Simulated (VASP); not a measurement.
# Co (P6_3/mmc) in VASP: a series of runs, part 2 of 2

VASP 6.6.1. The steps go on from the part before.

## (3) Single point, PBE, collinear spin, ferromagnetic start

This run uses another cell than the first one, of 10.07 Å³/atom.

Contents of INCAR:

```
PREC     = Accurate       # precision mode
ENCUT    = 520            # plane-wave cutoff, eV
EDIFF    = 1E-7           # SCF threshold, eV
ISMEAR   = -1             # smearing method
SIGMA    = 0.05           # smearing width, eV
LREAL    = F              # projectors in reciprocal space
LASPH    = T              # aspherical terms in the spheres
NELM     = 150            # most SCF steps
ALGO     = Normal         # electronic algorithm
ISIF     = 2              # what is computed and relaxed
LWAVE    = F              # write WAVECAR
LCHARG   = F              # write CHGCAR
ISPIN    = 2              # spin polarisation
MAGMOM   = 2 2 2 2        # initial moments
LORBIT   = 11             # projections on sites
LMAXMIX  = 4              # l up to which the mixer works
GGA      = PE             # functional
NBANDS   = 30             # bands
```

Contents of KPOINTS:

```
Automatic mesh
0
Gamma
  12 12 4
```

Contents of POSCAR:

```
Co
1.0
    2.4307259934      0.0000000000      0.0000000000
   -1.2153629967      2.1050704599      0.0000000000
    0.0000000000      0.0000000000      7.8725820627
Co
4
Direct
    0.6666666667      0.3333333333      0.7500000000
    0.0000000000      0.0000000000      0.5000000000
    0.3333333333      0.6666666667      0.2500000000
    0.0000000000      0.0000000000      0.0000000000
```

Potentials or basis: VASP PAW PBE potentials, release 64 (Co).

Launch:

```sh
cat potpaw_PBE.64/Co/POTCAR > POTCAR
mpirun -np 1 vasp_std > vasp.out
```

OUTCAR:

```text
PREC = Accurate
   ENCUT = 520
   EDIFF = 1E-7
   ISMEAR = -1
   LREAL = F
   LASPH = T
   NELM = 150
   ISIF = 2
   ISPIN = 2
   LORBIT = 11
   GGA = PE

 ion  position               nearest neighbor table
   1  0.667  0.333  0.750-   2 2.42   4 2.42   2 2.42   4 2.42   2 2.42   4 2.42
   2  0.000  0.000  0.500-   1 2.42   3 2.42   3 2.42   1 2.42   1 2.42   3 2.42
   3  0.333  0.667  0.250-   2 2.42   4 2.42   2 2.42   4 2.42   2 2.42   4 2.42
   4  0.000  0.000  0.000-   1 2.42   3 2.42   3 2.42   1 2.42   1 2.42   3 2.42

  LATTYP: Found a hexagonal cell.
 ALAT       =     2.4307259934
 C/A-ratio  =     3.2387780787

  Lattice vectors:

 A1 = (   2.4307259934,   0.0000000000,   0.0000000000)
 A2 = (  -1.2153629967,   2.1050704599,   0.0000000000)
 A3 = (   0.0000000000,   0.0000000000,   7.8725820627)

Analysis of symmetry for initial positions (statically):
=====================================================================
 Subroutine PRICEL returns:
 Original cell was already a primitive cell.

 Routine SETGRP: Setting up the symmetry group for a
 hexagonal supercell.

 Subroutine GETGRP returns: Found 24 space group operations
 (whereof 12 operations were pure point group operations)
 out of a pool of 24 trial point group operations.

The static configuration has the point symmetry D_3d.
 The point group associated with its full space group is D_6h.

Analysis of symmetry for dynamics (positions and initial velocities):
=====================================================================
 Subroutine PRICEL returns:
 Original cell was already a primitive cell.

 Routine SETGRP: Setting up the symmetry group for a
 hexagonal supercell.

 Subroutine GETGRP returns: Found 24 space group operations
 (whereof 12 operations were pure point group operations)
 out of a pool of 24 trial point group operations.

The dynamic configuration has the point symmetry D_3d.
 The point group associated with its full space group is D_6h.

Analysis of structural, dynamic, and magnetic symmetry:
[... 164 lines left out ...]

 val. band max:       11.4087780141   @ k =   0.2500   0.0833   0.0000
 cond. band min:      11.4197955306   @ k =   0.1667   0.1667   0.0000
 fundamental gap:      0.0110175164
 Fermi energy:        11.4101745356

 spin component 1

 k-point     1 :       0.0000    0.0000    0.0000
  band No.  band energies     occupation
      1       1.9931      1.00000
      2       4.3284      1.00000
      3       4.3537      1.00000
      4       5.8752      1.00000
      5       8.2680      1.00000
      6       8.3030      1.00000
[... 781 lines left out ...]
     29      27.0515      0.00000
     30      27.7653      0.00000

 [... further k-points ...]

 spin component 2

 k-point     1 :       0.0000    0.0000    0.0000
  band No.  band energies     occupation
      1       2.0164      1.00000
      2       4.4385      1.00000
      3       4.4427      1.00000
      4       6.7726      1.00000
      5       9.5530      1.00000
      6       9.6150      1.00000
[... 781 lines left out ...]
     29      27.4207      0.00000
     30      28.1730      0.00000

 [... further k-points ...]

------------------------ aborting loop because EDIFF is reached ----------------------------------------

  FORCE on cell =-STRESS in cart. coord.  units (eV):
  Direction    XX          YY          ZZ          XY          YZ          ZX
  --------------------------------------------------------------------------------------
  -------------------------------------------------------------------------------------
  Total        4.6993480      4.6993479      4.7133081      0.0000000      0.0000000      0.0000000
  in kB      186.9081962    186.9081962    187.4634379      0.0000000      0.0000000      0.0000000
  external PRESSURE =     187.0932768 kB  Pullay stress =       0.0000000 kB

 VOLUME and BASIS-vectors are now :
 -----------------------------------------------------------------------------
  energy-cutoff  :      520.00
  volume of cell :       40.28
      direct lattice vectors                 reciprocal lattice vectors
     2.430725993  0.000000000  0.000000000     0.411399723  0.237521741  0.000000000
    -1.215362997  2.105070460  0.000000000     0.000000000  0.475043481  0.000000000
     0.000000000  0.000000000  7.872582063     0.000000000  0.000000000  0.127023128

 POSITION                                       TOTAL-FORCE (eV/Angst)
 -----------------------------------------------------------------------------------
      1.21536      0.70169      5.90444        -0.000000      0.000000     -0.000000
      0.00000      0.00000      3.93629         0.000000      0.000000      0.000000
     -0.00000      1.40338      1.96815         0.000000      0.000000     -0.000000
      0.00000      0.00000      0.00000         0.000000      0.000000      0.000000
 -----------------------------------------------------------------------------------
    total drift:                                0.000000     -0.000000      0.000000

  FREE ENERGIE OF THE ION-ELECTRON SYSTEM (eV)
  ---------------------------------------------------
  free  energy   TOTEN  =       -27.9547027321 eV

  energy  without entropy=      -27.9208737678  energy(sigma->0) =      -27.93778825

 total charge

# of ion       s       p       d       tot
------------------------------------------
    1        0.522   0.593   7.311   8.427
    2        0.523   0.589   7.320   8.432
    3        0.522   0.593   7.311   8.427
    4        0.523   0.589   7.320   8.432
--------------------------------------------------
tot          2.090   2.364  29.263  33.716

 magnetization (x)

# of ion       s       p       d       tot
------------------------------------------
    1       -0.015  -0.053   1.648   1.581
    2       -0.015  -0.050   1.625   1.560
    3       -0.015  -0.053   1.648   1.581
    4       -0.015  -0.050   1.625   1.560
--------------------------------------------------
tot         -0.059  -0.205   6.547   6.282
```

stdout:

```text
POSCAR found type information on POSCAR Co
 POSCAR found :  1 types and       4 ions
 scaLAPACK will be used
 LDA part: xc-table for (Slater+PW92), standard interpolation
 POSCAR, INCAR and KPOINTS ok, starting setup
 FFT: planning ... GRIDC
 FFT: planning ... GRID_SOFT
 FFT: planning ... GRID
 WAVECAR not read
 entering main loop
```

It took 4.3 min on 1 thread of Intel Xeon 8259CL, shared host; peak memory 0.23 GiB.

Results:

```
Free energy                                           : -27.9547 eV
Pressure                                              : 18.7 GPa
Net moment                                            : 6.27 μB per cell
Site moments                                          : Co +1.58, +1.56 (each value once) μB
Valence electrons inside the program's atomic spheres : Co 8.43
```

Caveat: the cell stands under pressure.

## (4) Single point, PBE, collinear spin, ferromagnetic start

This run uses another cell than the first one, of 10.46 Å³/atom.

Contents of INCAR:

```
PREC = Accurate ; ENCUT = 520
EDIFF = 1E-6 ; ISMEAR = -1
SIGMA = 0.05 ; LREAL = False
LASPH = True ; NELM = 150
ALGO = Fast ; ISIF = 2
LWAVE = False ; LCHARG = False
ISPIN = 2 ; MAGMOM = 2 2 2 2
LORBIT = 11 ; LMAXMIX = 4
GGA = PE ; NBANDS = 30
```

KPOINTS is that of step 3.

Contents of POSCAR:

```
Co
1.0
    2.4625067502      0.0000000000      0.0000000000
   -1.2312533751      2.1325934026      0.0000000000
    0.0000000000      0.0000000000      7.9639838911
Co
4
Direct
    0.6666666667      0.3333333333      0.7500000000
    0.0000000000      0.0000000000      0.5000000000
    0.3333333333      0.6666666667      0.2500000000
    0.0000000000      0.0000000000      0.0000000000
```

Launch:

```sh
cat potpaw_PBE.64/Co/POTCAR > POTCAR
mpirun -np 1 vasp_std > vasp.out
```

Run time: 4.7 min. Hardware: 1 thread of Intel Xeon 8259CL, shared host; peak memory 0.23 GiB.

Results (log left out):

| Item | Value |
| --- | --- |
| Free energy | -28.0861 eV |
| Pressure | 8.9 GPa |
| Net moment | 6.48 μB per cell |
| Site moments | Co +1.64, +1.62 (each value once) μB |
| Valence electrons inside the program's atomic spheres | Co 8.34, 8.35 (each value once) |

Levels at points of the mesh, in eV from the Fermi level:
Spin up:
```csv
k point,band 18,band 19,band 20,band 21,band 22,band 23,band 24,band 25,band 26,band 27
"(0.00, 0.00, 0.00)",-1.51,-1.51,-1.16,-1.16,-0.74,-0.74,-0.16,6.63,15.39,15.40
"(0.50, 0.00, 0.00)",-0.53,-0.49,-0.47,0.25,1.40,2.56,3.20,7.22,7.25,10.71
"(0.00, 0.00, 0.50)",-1.66,-1.66,-1.66,-0.93,-0.93,-0.93,-0.93,9.71,9.71,21.51
"(0.50, 0.00, 0.50)",-0.68,-0.54,-0.54,1.29,1.29,2.89,2.89,7.58,7.58,9.59
```
Spin down:
```tsv
k point	band 12	band 13	band 14	band 15	band 16	band 17
(0.00, 0.00, 0.00)	-0.88	-0.88	-0.84	-0.84	-0.20	0.03
(0.50, 0.00, 0.00)	-0.14	-0.10	0.51	1.20	1.25	1.27
(0.00, 0.00, 0.50)	-1.10	-1.00	-1.00	-1.00	-1.00	0.23
(0.50, 0.00, 0.50)	-0.88	-0.24	-0.24	0.84	0.84	1.22
```

Caveat: the cell stands under pressure.

## (5) Single point, PBE, collinear spin, ferromagnetic start

This run uses another cell than the first one, of 10.67 Å³/atom.

Contents of INCAR:

```
ALGO = Normal ; EDIFF = 1E-7
ENCUT = 520 ; GGA = PE
ISIF = 2 ; ISMEAR = -1
ISPIN = 2 ; LASPH = T
LCHARG = F ; LMAXMIX = 4
LORBIT = 11 ; LREAL = F
LWAVE = F ; MAGMOM = 2 2 2 2
NBANDS = 30 ; NELM = 150
PREC = Accurate ; SIGMA = 0.05
```

Contents of KPOINTS:

```
k-points
0
Gamma
  12 12 4
```

Contents of POSCAR:

```
Co
1.0
    2.4795637432      0.0000000000      0.0000000000
   -1.2397818716      2.1473651919      0.0000000000
    0.0000000000      0.0000000000      8.0176674773
Co
4
Direct
    0.6666666667      0.3333333333      0.7500000000
    0.0000000000      0.0000000000      0.5000000000
    0.3333333333      0.6666666667      0.2500000000
    0.0000000000      0.0000000000      0.0000000000
```

Launch:

```sh
cat potpaw_PBE.64/Co/POTCAR > POTCAR
mpirun -np 1 vasp_std > vasp.out
```

It took 4.7 min on 1 thread of Intel Xeon 8259CL, shared host; peak memory 0.23 GiB.

The run converged. Its results:

- Free energy: -28.1211 eV
- Pressure: 4.1 GPa
- Net moment: 6.56 μB per cell
- Site moments: Co +1.67, +1.65 (each value once) μB
- Valence electrons inside the program's atomic spheres: Co 8.30, 8.31 (each value once)

Levels at points of the mesh, in eV from the Fermi level:
Spin up:
```tsv
k point	band 19	band 20	band 21	band 22	band 23	band 24	band 25	band 26
(0.00, 0.00, 0.00)	-1.53	-1.19	-1.19	-0.78	-0.78	-0.15	6.44	15.15
(0.50, 0.00, 0.00)	-0.54	-0.52	0.25	1.38	2.47	3.10	7.03	7.05
(0.00, 0.00, 0.50)	-1.68	-1.68	-0.96	-0.96	-0.96	-0.96	9.51	9.51
(0.50, 0.00, 0.50)	-0.58	-0.58	1.23	1.23	2.81	2.81	7.40	7.40
```
Spin down:
```
           k point  band 10  band 11  band 12  band 13  band 14  band 15  band 16  band 17  band 18  band 19
(0.00, 0.00, 0.00)    -1.15    -1.07    -0.84    -0.84    -0.80    -0.80    -0.19     0.04     0.04     0.39
(0.50, 0.00, 0.00)    -1.19    -0.76    -0.12    -0.08     0.51     1.18     1.23     1.24     1.25     1.32
(0.00, 0.00, 0.50)    -1.06    -1.06    -1.06    -0.96    -0.96    -0.96    -0.96     0.23     0.23     0.23
(0.50, 0.00, 0.50)    -0.89    -0.85    -0.85    -0.22    -0.22     0.83     0.83     1.20     1.20     1.31
```

Caveat: the cell stands under pressure.

## (6) Single point, PBE, collinear spin, ferromagnetic start

This run uses another cell than the first one, of 10.92 Å³/atom.

Contents of INCAR:

```
PREC = Accurate
ENCUT = 520
EDIFF = 1E-7
ISMEAR = -1
SIGMA = 0.05
LREAL = F
LASPH = T
NELM = 150
ALGO = Normal
ISIF = 2
LWAVE = F
LCHARG = T
ISPIN = 2
MAGMOM = 2 2 2 2
LORBIT = 11
LMAXMIX = 4
GGA = PE
LELF = T
LVHAR = T
NBANDS = 30
```

Contents of KPOINTS:

```
Automatic mesh
0
Gamma
  12 12 4
```

Contents of POSCAR:

```
Co
1.0
    2.4980760897      0.0000000000      0.0000000000
   -1.2490380449      2.1633973543      0.0000000000
    0.0000000000      0.0000000000      8.0787908415
Co
4
Direct
    0.6666666667      0.3333333333      0.7500000000
    0.0000000000      0.0000000000      0.5000000000
    0.3333333333      0.6666666667      0.2500000000
    0.0000000000      0.0000000000      0.0000000000
```

Potentials or basis: VASP PAW PBE potentials, release 64 (Co).

Launch:

```sh
cat potpaw_PBE.64/Co/POTCAR > POTCAR
mpirun -np 1 vasp_std > vasp.out
```

Wall time 96 s (1 thread of Intel Xeon 6975P-C (Granite Rapids), shared host); peak memory 0.24 GiB.

The run converged. Its results:

```
Free energy                                           : -28.1311 eV
Pressure                                              : -0.7 GPa
Net moment                                            : 6.64 μB per cell
Site moments                                          : Co +1.69, +1.67 (each value once) μB
Valence electrons inside the program's atomic spheres : Co 8.26
```

Levels at points of the mesh, in eV from the Fermi level:
Spin up:
```
           k point  band 19  band 20  band 21  band 22  band 23  band 24  band 25  band 26
(0.00, 0.00, 0.00)    -1.55    -1.22    -1.22    -0.83    -0.83    -0.14     6.24    14.89
(0.50, 0.00, 0.00)    -0.59    -0.57     0.24     1.35     2.38     3.00     6.83     6.85
(0.00, 0.00, 0.50)    -1.69    -1.69    -1.00    -1.00    -1.00    -1.00     9.29     9.29
(0.50, 0.00, 0.50)    -0.63    -0.63     1.18     1.18     2.72     2.72     7.21     7.21
```
Spin down:
```csv
k point,band 12,band 13,band 14,band 15,band 16,band 17
"(0.00, 0.00, 0.00)",-0.80,-0.80,-0.77,-0.77,-0.19,0.06
"(0.50, 0.00, 0.00)",-0.11,-0.06,0.50,1.15,1.20,1.21
"(0.00, 0.00, 0.50)",-1.01,-0.92,-0.92,-0.92,-0.92,0.24
"(0.50, 0.00, 0.50)",-0.82,-0.21,-0.21,0.82,0.82,1.17
```

## (7) Summary

| cell | gap on the mesh (eV) | pressure (GPa) | moment (μB) |
| --- | --- | --- | --- |
| a = 2.404, b = 2.404, c = 7.797 Å, angles 90.0, 90.0, 120.0°, 4 atoms | none | 28.5 | 6.11 |
| a = 2.431, b = 2.431, c = 7.873 Å, angles 90.0, 90.0, 120.0°, 4 atoms | none | 18.7 | 6.27 |
| a = 2.463, b = 2.463, c = 7.964 Å, angles 90.0, 90.0, 120.0°, 4 atoms | none | 8.9 | 6.48 |
| a = 2.480, b = 2.480, c = 8.018 Å, angles 90.0, 90.0, 120.0°, 4 atoms | none | 4.1 | 6.56 |
| a = 2.498, b = 2.498, c = 8.079 Å, angles 90.0, 90.0, 120.0°, 4 atoms | none | -0.7 | 6.64 |

Alike in all rows: task single point; level PBE; potentials or basis VASP PAW PBE potentials, release 64 (Co); spin collinear, ferromagnetic start; k mesh 12 × 12 × 4; cutoff (eV) 520; smearing fermi-dirac 0.05 eV.

Caveats: the cell stands under pressure (at least some runs).

Total energies depend on the potentials used, so only differences within one code and one set of settings carry meaning.
